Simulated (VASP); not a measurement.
# LiY3 (Pm-3m) in VASP: a series of runs

Runs on LiY3. Level: PBE. Tasks: single point.

Everything below comes from runs of VASP 6.6.1. Logs are shortened: lines on timing, memory, paths and dates and some standing lists are left out, and cuts for length are marked.

## (1) The cell of the first run

Symmetry: Pm-3m, No. 221, cubic system. The conventional cell has a = 4.624 Å, b = 4.624 Å, c = 4.624 Å, α = 90.00°, β = 90.00°, γ = 90.00°. Within 4.3 Å of Li (site symmetry m-3m) lie 12 Y at 3.27 Å. Y (site symmetry 4/mmm) has 4 Li at 3.27 Å and 8 Y at 3.27 Å within 4.3 Å.

## (2) Single point, PBE

File INCAR:

```
  PREC = Accurate
  ENCUT = 520
  EDIFF = 1E-7
  ISMEAR = -1
  SIGMA = 0.1
  LREAL = F
  LASPH = T
  NELM = 100
  ALGO = Normal
  ISIF = 2
  LWAVE = F
  LCHARG = F
  GGA = PE
  NBANDS = 26
```

File KPOINTS:

```
Automatic mesh
0
Gamma
  5 5 5
```

File POSCAR:

```
LiY3
1.0
    4.6236337150      0.0000000000      0.0000000000
    0.0000000000      4.6236337150      0.0000000000
    0.0000000000      0.0000000000      4.6236337150
Li Y
1 3
Direct
    0.0000000000      0.0000000000      0.0000000000
    0.5000000000      0.5000000000      0.0000000000
    0.5000000000      0.0000000000      0.5000000000
    0.0000000000      0.5000000000      0.5000000000
```

Potentials or basis: VASP PAW PBE potentials, release 64 (Li_sv, Y_sv).

Launch:

```
> cat potpaw_PBE.64/Li_sv/POTCAR potpaw_PBE.64/Y_sv/POTCAR > POTCAR
> mpirun -np 1 vasp_std > vasp.out
```

OUTCAR:

```text
PREC = Accurate
   ENCUT = 520
   EDIFF = 1E-7
   ISMEAR = -1
   LREAL = F
   LASPH = T
   NELM = 100
   ISIF = 2
   GGA = PE

 ion  position               nearest neighbor table
   1  0.000  0.000  0.000-   2 3.27   3 3.27   4 3.27   3 3.27   4 3.27   2 3.27   4 3.27   4 3.27
                             2 3.27   3 3.27   3 3.27   2 3.27
   2  0.500  0.500  0.000-   1 3.27   3 3.27   4 3.27   3 3.27   4 3.27   1 3.27   3 3.27   3 3.27
                             1 3.27   4 3.27   4 3.27   1 3.27
   3  0.500  0.000  0.500-   1 3.27   2 3.27   4 3.27   1 3.27   2 3.27   2 3.27   4 3.27   2 3.27
                             1 3.27   4 3.27   1 3.27   4 3.27
   4  0.000  0.500  0.500-   1 3.27   2 3.27   3 3.27   1 3.27   2 3.27   1 3.27   3 3.27   1 3.27
                             2 3.27   3 3.27   2 3.27   3 3.27

  LATTYP: Found a simple cubic cell.
 ALAT       =     4.6236337150

  Lattice vectors:

 A1 = (   4.6236337150,   0.0000000000,   0.0000000000)
 A2 = (   0.0000000000,   4.6236337150,   0.0000000000)
 A3 = (   0.0000000000,   0.0000000000,   4.6236337150)

Analysis of symmetry for initial positions (statically):
=====================================================================
 Subroutine PRICEL returns:
 Original cell was already a primitive cell.

 Routine SETGRP: Setting up the symmetry group for a
 simple cubic supercell.

 Subroutine GETGRP returns: Found 48 space group operations
 (whereof 48 operations were pure point group operations)
 out of a pool of 48 trial point group operations.

The static configuration has the point symmetry O_h .

Analysis of symmetry for dynamics (positions and initial velocities):
=====================================================================
 Subroutine PRICEL returns:
 Original cell was already a primitive cell.

 Routine SETGRP: Setting up the symmetry group for a
 simple cubic supercell.

 Subroutine GETGRP returns: Found 48 space group operations
 (whereof 48 operations were pure point group operations)
 out of a pool of 48 trial point group operations.

The dynamic configuration has the point symmetry O_h .

 Subroutine INISYM returns: Found 48 space group operations
 (whereof 48 operations are pure point group operations),
 and found     1 'primitive' translations

----------------------------------------------------------------------------------------

                                     Primitive cell

  volume of cell :      98.8440

  direct lattice vectors                    reciprocal lattice vectors
     4.623633715  0.000000000  0.000000000     0.216280108  0.000000000  0.000000000
     0.000000000  4.623633715  0.000000000     0.000000000  0.216280108  0.000000000
     0.000000000  0.000000000  4.623633715     0.000000000  0.000000000  0.216280108

  length of vectors
     4.623633715  4.623633715  4.623633715     0.216280108  0.216280108  0.216280108

  position of ions in fractional coordinates (direct lattice)
     0.000000000  0.000000000  0.000000000
     0.500000000  0.500000000  0.000000000
     0.500000000  0.000000000  0.500000000
     0.000000000  0.500000000  0.500000000

  ion indices of the primitive-cell ions
   primitive index   ion index
                 1           1
                 2           2
                 3           3
                 4           4

----------------------------------------------------------------------------------------

 KPOINTS: Automatic mesh

Automatic generation of k-mesh.
 Grid dimensions read from file:
 generate k-points for:    5    5    5

 Generating k-lattice:

  Cartesian coordinates                     Fractional coordinates (reciprocal lattice)
     0.043256022  0.000000000  0.000000000     0.200000000  0.000000000  0.000000000
     0.000000000  0.043256022  0.000000000     0.000000000  0.200000000  0.000000000
     0.000000000  0.000000000  0.043256022     0.000000000  0.000000000  0.200000000

  Length of vectors
     0.043256022  0.043256022  0.043256022

  Shift w.r.t. Gamma in fractional coordinates (k-lattice)
     0.000000000  0.000000000  0.000000000

 Subroutine IBZKPT returns following result:
 ===========================================

 Found     10 irreducible k-points:

 Following reciprocal coordinates:
            Coordinates               Weight
  0.000000  0.000000  0.000000      1.000000
  0.200000  0.000000  0.000000      6.000000
  0.400000  0.000000  0.000000      6.000000
  0.200000  0.200000  0.000000     12.000000
  0.400000  0.200000  0.000000     24.000000
  0.400000  0.400000  0.000000     12.000000
  0.200000  0.200000  0.200000      8.000000
  0.400000  0.200000  0.200000     24.000000
  0.400000  0.400000  0.200000     24.000000
  0.400000  0.400000  0.400000      8.000000
   k-points           NKPTS =     10   k-points in BZ     NKDIM =     10   number of bands    NBANDS=     26
   number of dos      NEDOS =    301   number of ions     NIONS =      4
   total plane-waves  NPLWV =  46656
   dimension x,y,z NGX =    36 NGY =   36 NGZ =   36
   dimension x,y,z NGXF=    72 NGYF=   72 NGZF=   72
   ions per type =               1   3
   NGX,Y,Z   is equivalent  to a cutoff of  12.94, 12.94, 12.94 a.u.
   NGXF,Y,Z  is equivalent  to a cutoff of  25.89, 25.89, 25.89 a.u.
 SYSTEM =  unknown system
   PREC   = accura    normal or accurate (medium, high low for compatibility)
   ISTART =      0    job   : 0-new  1-cont  2-samecut
   ICHARG =      2    charge: 1-file 2-atom 10-const
   ISPIN  =      1    spin polarized calculation?
   LNONCOLLINEAR =      F non collinear calculations
   LSORBIT =      F    spin-orbit coupling
   LASPH  =      T    aspherical Exc in radial PAW
   ENCUT  =  520.0 eV  38.22 Ry    6.18 a.u.   8.60  8.60  8.60*2*pi/ulx,y,z
   NELM   =    100;   NELMIN=  2; NELMDL= -5     # of ELM steps
   EDIFF  = 0.1E-06   stopping-criterion for ELM
   LREAL  =      F    real-space projection
   EDIFFG = 0.1E-05   stopping-criterion for IOM
   NSW    =      0    number of steps for IOM
   IBRION =     -1    ionic relax: 0-MD 1-quasi-New 2-CG
   NFREE  =      0    steps in history (QN), initial steepest desc. (CG)
   ISIF   =      2    stress and relaxation
   ISYM   =      2    0-nonsym 1-usesym 2-fastsym
   POTIM  = 0.5000    time-step for ionic-motion
   TEBEG  =    0.0;   TEEND  =   0.0 temperature during run
   PSTRESS=    0.0 pullay stress
   NELECT =      36.0000    total number of electrons
   NUPDOWN=      -1.0000    fix difference up-down
   EMIN   =  10.00;   EMAX   =-10.00  energy-range for DOS
   EFERMI =   0.00;   METHOD = LEGACY
   ISMEAR =    -1;   SIGMA  =   0.10  broadening in eV -4-tet -1-fermi 0-gaus
   EFERMI_NEDOS =   21; number of points for ismear=-14 and -15
   IALGO  =     38    algorithm
   IMIX   =      4    mixing-type and parameters
     AMIX     =   0.40;   BMIX     =  1.00
     AMIX_MAG =   1.60;   BMIX_MAG =  1.00
  volume/ion in A,a.u.               =      24.71       166.76
  Fermi-wavevector in a.u.,A,eV,Ry     =   1.169120  2.209316 18.596993  1.366840
  Thomas-Fermi vector in A             =   2.305597
   LORBIT       =      0    0 simple, 1 ext, 2 COOP (PROOUT), +10 PAW based schemes
   GGA     = PE    functional components
   LHFCALC =     F    Hartree Fock is set to
   AEXX    =    0.0000 exact exchange contribution
   IVDW    =     0    specifies the selected vdW correction
   LEPSILON=     F    determine dielectric tensor
   LRPA    =     F    only Hartree local field effects (RPA)
 non-spin polarized calculation
  energy-cutoff  :      520.00
  volume of cell :       98.84
 maximum number of plane-waves:      2674
 NGX is ok and might be reduce to    36
   NGX = 17   NGY = 17   NGZ = 17

 number of electron      35.9999999 magnetization

 Free energy of the ion-electron system (eV)
  ---------------------------------------------------
  ext. energy  EPLUGINS =         0.00000000
  ---------------------------------------------------
  free energy    TOTEN  =       -20.09399314 eV

  energy without entropy =      -19.91691110  energy(sigma->0) =      -20.00545212

 E-fermi :   3.4355     XC(G=0):  -9.7153

 val. band max:        3.4349263029   @ k =   0.2000   0.2000   0.0000
 cond. band min:       3.4821415223   @ k =   0.4000   0.2000   0.2000
 fundamental gap:      0.0472152193
 Fermi energy:         3.4354572424

 k-point     1 :       0.0000    0.0000    0.0000
  band No.  band energies     occupation
      1     -41.7445      2.00000
      2     -38.9693      2.00000
      3     -38.7706      2.00000
      4     -38.7706      2.00000
      5     -19.3684      2.00000
      6     -19.3684      2.00000
[... 18 lines left out ...]
     25       7.0044      0.00000
     26       7.0044      0.00000

 k-point     2 :       0.2000    0.0000    0.0000
  band No.  band energies     occupation
      1     -41.7445      2.00000
      2     -38.9527      2.00000
      3     -38.7874      2.00000
      4     -38.7704      2.00000
      5     -19.3237      2.00000
      6     -19.3237      2.00000
[... 18 lines left out ...]
     25       7.5396      0.00000
     26       7.5399      0.00000

 k-point     3 :       0.4000    0.0000    0.0000
  band No.  band energies     occupation
      1     -41.7444      2.00000
      2     -38.9143      2.00000
      3     -38.8262      2.00000
      4     -38.7701      2.00000
      5     -19.2303      2.00000
      6     -19.2303      2.00000
[... 18 lines left out ...]
     25       6.3152      0.00000
     26       7.1119      0.00000

 k-point     4 :       0.2000    0.2000    0.0000
  band No.  band energies     occupation
      1     -41.7445      2.00000
      2     -38.9374      2.00000
      3     -38.7935      2.00000
      4     -38.7795      2.00000
      5     -19.3565      2.00000
      6     -19.2773      2.00000
[... 18 lines left out ...]
     25       7.3218      0.00000
     26       7.5709      0.00000
[... 90 lines left out ...]
      1     -41.7443      2.00000
      2     -38.8903      2.00000
      3     -38.8263      2.00000
      4     -38.7928      2.00000
      5     -19.4111      2.00000
      6     -19.1284      2.00000
[... 18 lines left out ...]
     25       6.7459      0.00000
     26       6.9173      0.00000

 k-point     9 :       0.4000    0.4000    0.2000
  band No.  band energies     occupation
      1     -41.7443      2.00000
      2     -38.8631      2.00000
      3     -38.8298      2.00000
      4     -38.8155      2.00000
      5     -19.4880      2.00000
      6     -19.2434      2.00000
[... 18 lines left out ...]
     25       6.7553      0.00000
     26       6.8154      0.00000

 k-point    10 :       0.4000    0.4000    0.4000
  band No.  band energies     occupation
      1     -41.7443      2.00000
      2     -38.8484      2.00000
      3     -38.8293      2.00000
      4     -38.8293      2.00000
      5     -19.6350      2.00000
      6     -19.2475      2.00000
[... 18 lines left out ...]
     25       6.7892      0.00000
     26       6.7897      0.00000

------------------------ aborting loop because EDIFF is reached ----------------------------------------

  FORCE on cell =-STRESS in cart. coord.  units (eV):
  Direction    XX          YY          ZZ          XY          YZ          ZX
  --------------------------------------------------------------------------------------
  -------------------------------------------------------------------------------------
  Total        4.8333000      4.8333000      4.8333000      0.0000000      0.0000000      0.0000000
  in kB       78.3436984     78.3436984     78.3436984      0.0000000      0.0000000      0.0000000
  external PRESSURE =      78.3436984 kB  Pullay stress =       0.0000000 kB

 VOLUME and BASIS-vectors are now :
 -----------------------------------------------------------------------------
  energy-cutoff  :      520.00
  volume of cell :       98.84
      direct lattice vectors                 reciprocal lattice vectors
     4.623633715  0.000000000  0.000000000     0.216280108  0.000000000  0.000000000
     0.000000000  4.623633715  0.000000000     0.000000000  0.216280108  0.000000000
     0.000000000  0.000000000  4.623633715     0.000000000  0.000000000  0.216280108

 POSITION                                       TOTAL-FORCE (eV/Angst)
 -----------------------------------------------------------------------------------
      0.00000      0.00000      0.00000         0.000000      0.000000      0.000000
      2.31182      2.31182      0.00000         0.000000      0.000000      0.000000
      2.31182      0.00000      2.31182         0.000000      0.000000      0.000000
      0.00000      2.31182      2.31182         0.000000      0.000000      0.000000
 -----------------------------------------------------------------------------------
    total drift:                                0.000000      0.000000      0.000000

  FREE ENERGIE OF THE ION-ELECTRON SYSTEM (eV)
  ---------------------------------------------------
  free  energy   TOTEN  =       -20.0939931371 eV

  energy  without entropy=      -19.9169111025  energy(sigma->0) =      -20.00545212
```

Wall time 18 s (1 thread of Intel Xeon 6975P-C (Granite Rapids), shared host); peak memory 0.21 GiB.

What came out:

```yaml
Free_energy: -20.0940 eV
Band_gap_on_the_k_mesh: zero (band 18 reaches 3.90 eV, above the bottom of band 19 at 2.86 eV)
```

Levels at points of the mesh, in eV from the Fermi level:
| k point | band 16 | band 17 | band 18 | band 19 | band 20 | band 21 |
| --- | --- | --- | --- | --- | --- | --- |
| (0.00, 0.00, 0.00) | -0.91 | -0.91 | -0.58 | -0.58 | -0.58 | 2.55 |

Caveat: the cutoff is under 1.25 times the usual one of these potentials, so pressure, stress and relaxed cells hold a basis-set (Pulay) error.

## (3) Single point, PBE

This run uses another cell than the first one, of 25.70 Å³/atom, 1.040 times its volume.

File INCAR:

```
SYSTEM = LiY3
PREC = Accurate
ENCUT = 520
EDIFF = 1E-6
ISMEAR = -1
SIGMA = 0.1
LREAL = .FALSE.
LASPH = .TRUE.
NELM = 100
ALGO = Normal
ISIF = 2
LWAVE = .FALSE.
LCHARG = .FALSE.
GGA = PE
NBANDS = 26
```

File KPOINTS:

```
Automatic mesh
0
G
  5 5 5
  0 0 0
```

File POSCAR:

```
LiY3
1.0
    4.6844873950      0.0000000000      0.0000000000
    0.0000000000      4.6844873950      0.0000000000
    0.0000000000      0.0000000000      4.6844873950
Li Y
1 3
Direct
    0.0000000000      0.0000000000      0.0000000000
    0.5000000000      0.5000000000      0.0000000000
    0.5000000000      0.0000000000      0.5000000000
    0.0000000000      0.5000000000      0.5000000000
```

Potentials or basis: VASP PAW PBE potentials, release 64 (Li_sv, Y_sv).

Launch:

```
> cat potpaw_PBE.64/Li_sv/POTCAR potpaw_PBE.64/Y_sv/POTCAR > POTCAR
> mpirun -np 1 vasp_std > vasp.out
```

Wall time 14 s (1 thread of Intel Xeon 6975P-C (Granite Rapids), shared host); peak memory 0.21 GiB.

The run converged. Its results:

- Free energy: -20.2632 eV
- Band gap on the k mesh: zero (band 18 reaches 3.67 eV, above the bottom of band 19 at 2.72 eV)

Levels at points of the mesh, in eV from the Fermi level:
```tsv
k point	band 16	band 17	band 18	band 19	band 20	band 21
(0.00, 0.00, 0.00)	-0.87	-0.87	-0.52	-0.52	-0.52	2.41
```

Caveat: the cutoff is under 1.25 times the usual one of these potentials, so pressure, stress and relaxed cells hold a basis-set (Pulay) error.
